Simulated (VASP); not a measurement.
# Re (Cm) in VASP: single point with PBEsol

Aim: the single point of Re with PBEsol.

Everything below comes from runs of VASP 6.6.1. Logs are shortened: lines on timing, memory, paths and dates and some standing lists are left out, and cuts for length are marked.

### Step 1. The cell of the first run

Symmetry: Cm, No. 8, monoclinic system. The conventional cell has a = 4.792 Å, b = 2.766 Å, c = 8.939 Å, α = 90.00°, β = 90.00°, γ = 90.00°. Within 3.5 Å of Re (site symmetry m) lie 12 Re at 2.62 to 2.88 Å. Within 3.5 Å of Re (site symmetry m) lie 12 Re at 2.62 to 2.82 Å. Re (site symmetry m) has 12 Re at 2.75 to 2.77 Å within 3.6 Å. Re (site symmetry m) has 12 Re at 2.69 to 2.88 Å within 3.5 Å.

### Step 2. Single point, PBEsol (one atom moved)

File INCAR:

```
SYSTEM = Re
PREC     = Accurate       ! precision mode
ENCUT    = 520            ! plane-wave cutoff, eV
EDIFF    = 1E-7           ! SCF threshold, eV
ISMEAR   = 0              ! smearing method
SIGMA    = 0.1            ! smearing width, eV
LREAL    = .FALSE.        ! projectors in reciprocal space
LASPH    = .TRUE.         ! aspherical terms in the spheres
NELM     = 100            ! most SCF steps
ALGO     = Fast           ! electronic algorithm
ISIF     = 2              ! what is computed and relaxed
LWAVE    = .FALSE.        ! write WAVECAR
LCHARG   = .FALSE.        ! write CHGCAR
GGA      = PS             ! functional
NBANDS   = 22             ! bands
```

File KPOINTS:

```
regular mesh
0
G
  15 15 4
  0 0 0
```

File POSCAR:

```
Re
1.0
    2.7663873939      0.0000000000      0.0000000000
   -1.3831936969      2.3957617598      0.0000000000
    0.0000000000      0.0000000000      8.9388451600
Re
4
Direct
    0.0469579246      0.0939158491      0.0000000000
    0.3333333300      0.6666666700      0.2500000000
    0.0000000000      0.0000000000      0.5000000000
    0.6666666700      0.3333333300      0.7500000000
```

Potentials or basis: VASP PAW PBE potentials, release 64 (Re).

Run with:

```
$ cat potpaw_PBE.64/Re/POTCAR > POTCAR
$ mpirun -np 1 vasp_std > vasp.out
```

OUTCAR:

```text
SYSTEM = Re
   PREC = Accurate
   ENCUT = 520
   EDIFF = 1E-7
   ISMEAR = 0
   LREAL = .FALSE.
   LASPH = .TRUE.
   NELM = 100
   ISIF = 2
   GGA = PS

 ion  position               nearest neighbor table
   1  0.047  0.094  0.000-   2 2.62   4 2.69   4 2.69   2 2.82   2 2.82   4 2.88
   2  0.333  0.667  0.250-   1 2.62   3 2.75   3 2.75   3 2.75   1 2.82   1 2.82
   3  0.000  0.000  0.500-   2 2.75   4 2.75   2 2.75   4 2.75   4 2.75   2 2.75
   4  0.667  0.333  0.750-   1 2.69   1 2.69   3 2.75   3 2.75   3 2.75   1 2.88

  LATTYP: Found a hexagonal cell.
 ALAT       =     2.7663873939
 C/A-ratio  =     3.2312340563

  Lattice vectors:

 A1 = (   2.7663873939,   0.0000000000,   0.0000000000)
 A2 = (  -1.3831936969,   2.3957617598,   0.0000000000)
 A3 = (   0.0000000000,   0.0000000000,   8.9388451600)

Analysis of symmetry for initial positions (statically):
=====================================================================
 Subroutine PRICEL returns:
 Original cell was already a primitive cell.

 Routine SETGRP: Setting up the symmetry group for a
 hexagonal supercell.

 Subroutine GETGRP returns: Found  2 space group operations
 (whereof  2 operations were pure point group operations)
 out of a pool of 24 trial point group operations.

The static configuration has the point symmetry C_1h.

Analysis of symmetry for dynamics (positions and initial velocities):
=====================================================================
 Subroutine PRICEL returns:
 Original cell was already a primitive cell.

 Routine SETGRP: Setting up the symmetry group for a
 hexagonal supercell.

 Subroutine GETGRP returns: Found  2 space group operations
 (whereof  2 operations were pure point group operations)
 out of a pool of 24 trial point group operations.

The dynamic configuration has the point symmetry C_1h.

 Subroutine INISYM returns: Found  2 space group operations
 (whereof  2 operations are pure point group operations),
 and found     1 'primitive' translations

----------------------------------------------------------------------------------------

                                     Primitive cell

  volume of cell :      59.2431

  direct lattice vectors                    reciprocal lattice vectors
     2.766387394  0.000000000  0.000000000     0.361482272  0.208701887  0.000000000
    -1.383193697  2.395761760  0.000000000     0.000000000  0.417403774  0.000000000
     0.000000000  0.000000000  8.938845160     0.000000000  0.000000000  0.111871274

  length of vectors
     2.766387394  2.766387394  8.938845160     0.417403774  0.417403774  0.111871274

  position of ions in fractional coordinates (direct lattice)
     0.046957925  0.093915849  0.000000000
     0.333333330  0.666666670  0.250000000
     0.000000000  0.000000000  0.500000000
     0.666666670  0.333333330  0.750000000

  ion indices of the primitive-cell ions
   primitive index   ion index
                 1           1
                 2           2
                 3           3
                 4           4

----------------------------------------------------------------------------------------

 KPOINTS: regular mesh

Automatic generation of k-mesh.
 Grid dimensions read from file:
 generate k-points for:   15   15    4

 Generating k-lattice:

  Cartesian coordinates                     Fractional coordinates (reciprocal lattice)
     0.024098818  0.013913459  0.000000000     0.066666667  0.000000000  0.000000000
     0.000000000  0.027826918  0.000000000     0.000000000  0.066666667  0.000000000
     0.000000000  0.000000000  0.027967819     0.000000000  0.000000000  0.250000000

  Length of vectors
     0.027826918  0.027826918  0.027967819

  Shift w.r.t. Gamma in fractional coordinates (k-lattice)
     0.000000000  0.000000000  0.000000000

 Subroutine IBZKPT returns following result:
 ===========================================

 Found    248 irreducible k-points:

 Following reciprocal coordinates:
            Coordinates               Weight
  0.000000  0.000000  0.000000      1.000000
  0.066667  0.000000  0.000000      4.000000
  0.000000  0.066667  0.000000      2.000000
  0.133333  0.000000  0.000000      4.000000
  0.000000  0.133333  0.000000      2.000000
  0.200000  0.000000  0.000000      4.000000
[... 16 lines left out ...]
 -0.266667  0.200000  0.000000      4.000000
  0.266667  0.066667  0.000000      4.000000
 [... further k-points ...]
   k-points           NKPTS =    248   k-points in BZ     NKDIM =    248   number of bands    NBANDS=     22
   number of dos      NEDOS =    301   number of ions     NIONS =      4
   total plane-waves  NPLWV =  40320
   dimension x,y,z NGX =    24 NGY =   24 NGZ =   70
   dimension x,y,z NGXF=    48 NGYF=   48 NGZF=  140
   ions per type =               4
   NGX,Y,Z   is equivalent  to a cutoff of  14.42, 14.42, 13.02 a.u.
   NGXF,Y,Z  is equivalent  to a cutoff of  28.85, 28.85, 26.04 a.u.
 SYSTEM =  Re
   PREC   = accura    normal or accurate (medium, high low for compatibility)
   ISTART =      0    job   : 0-new  1-cont  2-samecut
   ICHARG =      2    charge: 1-file 2-atom 10-const
   ISPIN  =      1    spin polarized calculation?
   LNONCOLLINEAR =      F non collinear calculations
   LSORBIT =      F    spin-orbit coupling
   LASPH  =      T    aspherical Exc in radial PAW
   ENCUT  =  520.0 eV  38.22 Ry    6.18 a.u.   5.14  5.14 16.62*2*pi/ulx,y,z
   NELM   =    100;   NELMIN=  2; NELMDL= -5     # of ELM steps
   EDIFF  = 0.1E-06   stopping-criterion for ELM
   LREAL  =      F    real-space projection
   EDIFFG = 0.1E-05   stopping-criterion for IOM
   NSW    =      0    number of steps for IOM
   IBRION =     -1    ionic relax: 0-MD 1-quasi-New 2-CG
   NFREE  =      0    steps in history (QN), initial steepest desc. (CG)
   ISIF   =      2    stress and relaxation
   ISYM   =      2    0-nonsym 1-usesym 2-fastsym
   POTIM  = 0.5000    time-step for ionic-motion
   TEBEG  =    0.0;   TEEND  =   0.0 temperature during run
   PSTRESS=    0.0 pullay stress
   NELECT =      28.0000    total number of electrons
   NUPDOWN=      -1.0000    fix difference up-down
   EMIN   =  10.00;   EMAX   =-10.00  energy-range for DOS
   EFERMI =   0.00;   METHOD = LEGACY
   ISMEAR =     0;   SIGMA  =   0.10  broadening in eV -4-tet -1-fermi 0-gaus
   EFERMI_NEDOS =   21; number of points for ismear=-14 and -15
   IALGO  =     68    algorithm
   IMIX   =      4    mixing-type and parameters
     AMIX     =   0.40;   BMIX     =  1.00
     AMIX_MAG =   1.60;   BMIX_MAG =  1.00
  volume/ion in A,a.u.               =      14.81        99.95
  Fermi-wavevector in a.u.,A,eV,Ry     =   1.275209  2.409796 22.125236  1.626159
  Thomas-Fermi vector in A             =   2.407934
   LORBIT       =      0    0 simple, 1 ext, 2 COOP (PROOUT), +10 PAW based schemes
   GGA     = PS    functional components
   LHFCALC =     F    Hartree Fock is set to
   AEXX    =    0.0000 exact exchange contribution
   IVDW    =     0    specifies the selected vdW correction
   LEPSILON=     F    determine dielectric tensor
   LRPA    =     F    only Hartree local field effects (RPA)
 non-spin polarized calculation
 RMM-DIIS sequential band-by-band and
 Gauss-broadening in eV      SIGMA  =   0.10
  energy-cutoff  :      520.00
  volume of cell :       59.24
 maximum number of plane-waves:      1609
 NGX is ok and might be reduce to    24
   NGX = 11   NGY = 11   NGZ = 33

 number of electron      27.9999999 magnetization

 Free energy of the ion-electron system (eV)
  ---------------------------------------------------
  ext. energy  EPLUGINS =         0.00000000
  ---------------------------------------------------
  free energy    TOTEN  =       -53.33808946 eV

  energy without entropy =      -53.32291617  energy(sigma->0) =      -53.33050281

 E-fermi :   7.7709     XC(G=0): -13.7815

 val. band max:        7.7672948191   @ k =   0.2667   0.4000   0.2500
 cond. band min:       7.7711365721   @ k =  -0.4000  -0.1333   0.2500
 fundamental gap:      0.0038417530
 Fermi energy:         7.7708768068

 k-point     1 :       0.0000    0.0000    0.0000
  band No.  band energies     occupation
      1      -2.2123      2.00000
      2       0.0950      2.00000
      3       0.1557      2.00000
      4       1.0752      2.00000
      5       5.0724      2.00000
      6       5.2217      2.00000
[... 14 lines left out ...]
     21      10.3026      0.00000
     22      10.3580      0.00000

 k-point     2 :       0.0667    0.0000    0.0000
  band No.  band energies     occupation
      1      -2.0311      2.00000
      2       0.2652      2.00000
      3       0.3246      2.00000
      4       1.2499      2.00000
      5       4.8794      2.00000
      6       5.1064      2.00000
[... 14 lines left out ...]
     21      10.2493      0.00000
     22      10.4284      0.00000

 k-point     3 :       0.0000    0.0667    0.0000
  band No.  band energies     occupation
      1      -2.0312      2.00000
      2       0.2650      2.00000
      3       0.3245      2.00000
      4       1.2492      2.00000
      5       4.8708      2.00000
      6       5.1006      2.00000
[... 14 lines left out ...]
     21      10.3115      0.00000
     22      10.3578      0.00000

 k-point     4 :       0.1333    0.0000    0.0000
  band No.  band energies     occupation
      1      -1.5097      2.00000
      2       0.7278      2.00000
      3       0.7828      2.00000
      4       1.7296      2.00000
      5       4.4449      2.00000
      6       4.8032      2.00000
[... 14 lines left out ...]
     21      10.2442      0.00000
     22      10.5732      0.00000

 k-point     5 :       0.0000    0.1333    0.0000
  band No.  band energies     occupation
      1      -1.5104      2.00000
      2       0.7268      2.00000
      3       0.7821      2.00000
      4       1.7271      2.00000
      5       4.4331      2.00000
      6       4.7992      2.00000
[... 14 lines left out ...]
     21      10.2068      0.00000
     22      10.5674      0.00000

 k-point     6 :       0.2000    0.0000    0.0000
  band No.  band energies     occupation
      1      -0.7211      2.00000
      2       1.3008      2.00000
      3       1.3457      2.00000
      4       2.3377      2.00000
      5       4.0254      2.00000
      6       4.4097      2.00000
[... 14 lines left out ...]
     21      10.4988      0.00000
     22      10.8586      0.00000

 k-point     7 :       0.0000    0.2000    0.0000
  band No.  band energies     occupation
      1      -0.7231      2.00000
      2       1.2986      2.00000
      3       1.3446      2.00000
      4       2.3329      2.00000
      5       4.0137      2.00000
      6       4.4284      2.00000
[... 324 lines left out ...]
      6       4.6022      2.00000
[... 14 lines left out ...]
     21      10.2439      0.00000
     22      10.8488      0.00000

 k-point    21 :       0.2000    0.0667    0.0000
  band No.  band energies     occupation
      1      -0.1468      2.00000
      2       1.6203      2.00000
      3       1.6643      2.00000
      4       2.6902      2.00000
      5       3.8792      2.00000
      6       4.2224      2.00000
[... 14 lines left out ...]
     21      10.6996      0.00000
     22      10.9728      0.00000

 k-point    22 :      -0.0667    0.2667    0.0000
  band No.  band energies     occupation
      1      -0.1494      2.00000
      2       1.6097      2.00000
      3       1.6741      2.00000
      4       2.6838      2.00000
      5       3.8702      2.00000
      6       4.2304      2.00000
[... 14 lines left out ...]
     21      10.5416      0.00000
     22      11.0751      0.00000

 k-point    23 :      -0.2667    0.2000    0.0000
  band No.  band energies     occupation
      1      -0.1465      2.00000
      2       1.6131      2.00000
      3       1.6725      2.00000
      4       2.6963      2.00000
      5       3.8834      2.00000
      6       4.2548      2.00000
[... 14 lines left out ...]
     21      10.6326      0.00000
     22      11.0823      0.00000

 k-point    24 :       0.2667    0.0667    0.0000
  band No.  band energies     occupation
      1       0.7289      2.00000
      2       1.7270      2.00000
      3       1.8650      2.00000
      4       2.7167      2.00000
      5       3.7004      2.00000
      6       3.8053      2.00000
[... 14 lines left out ...]
     21      11.0938      0.00000
     22      11.3412      0.00000

 [... further k-points ...]

------------------------ aborting loop because EDIFF is reached ----------------------------------------

  FORCE on cell =-STRESS in cart. coord.  units (eV):
  Direction    XX          YY          ZZ          XY          YZ          ZX
  --------------------------------------------------------------------------------------
  -------------------------------------------------------------------------------------
  Total       -2.0027880     -2.1570629     -2.3576515     -0.0000000      0.1952871      0.0000000
  in kB      -54.1635997    -58.3358253    -63.7605656     -0.0000000      5.2813642      0.0000000
  external PRESSURE =     -58.7533302 kB  Pullay stress =       0.0000000 kB

 VOLUME and BASIS-vectors are now :
 -----------------------------------------------------------------------------
  energy-cutoff  :      520.00
  volume of cell :       59.24
      direct lattice vectors                 reciprocal lattice vectors
     2.766387394  0.000000000  0.000000000     0.361482272  0.208701887  0.000000000
    -1.383193697  2.395761760  0.000000000     0.000000000  0.417403774  0.000000000
     0.000000000  0.000000000  8.938845160     0.000000000  0.000000000  0.111871274

 POSITION                                       TOTAL-FORCE (eV/Angst)
 -----------------------------------------------------------------------------------
      0.00000      0.22500      0.00000        -0.000000     -1.062202     -0.015591
     -0.00000      1.59717      2.23471         0.000000      0.512237      0.090009
      0.00000      0.00000      4.46942         0.000000      0.099515      0.012572
      1.38319      0.79859      6.70413         0.000000      0.450450     -0.086989
 -----------------------------------------------------------------------------------
    total drift:                                0.000000      0.000012      0.000006

  FREE ENERGIE OF THE ION-ELECTRON SYSTEM (eV)
  ---------------------------------------------------
  free  energy   TOTEN  =       -53.3380894571 eV

  energy  without entropy=      -53.3229161671  energy(sigma->0) =      -53.33050281
```

Run time: 6.8 min. Hardware: 1 thread of Intel Xeon Platinum 8488C (Sapphire Rapids), shared host; peak memory 0.38 GiB.

Results:

```
Free energy            : -53.3381 eV
Pressure               : -5.9 GPa
Largest force          : 1.062 eV/Å
Band gap on the k mesh : zero (bands 14 and 15 overlap by 2.61 eV)
```

Forces on the atoms (eV/Å):
```
Re   0.000 -1.062 -0.016
Re   0.000  0.512  0.090
Re   0.000  0.100  0.013
Re   0.000  0.450 -0.087
```

Levels at points of the mesh, in eV from the Fermi level:
| k point | band 11 | band 12 | band 13 | band 14 | band 15 | band 16 | band 17 | band 18 |
| --- | --- | --- | --- | --- | --- | --- | --- | --- |
| (0.00, 0.00, 0.00) | -1.78 | -1.34 | -1.23 | -1.06 | -1.01 | 0.43 | 0.46 | 0.54 |
| (0.00, 0.00, 0.50) | -1.58 | -1.52 | -1.35 | -1.30 | -1.12 | -1.08 | 0.83 | 0.87 |

Caveat: the cell differs from its parent crystal (one atom moved); the cell stands under tension; the PAW data sets were made with another functional, which shifts forces and pressure a little; spin-orbit coupling is left out, which moves the levels of the heavy elements.
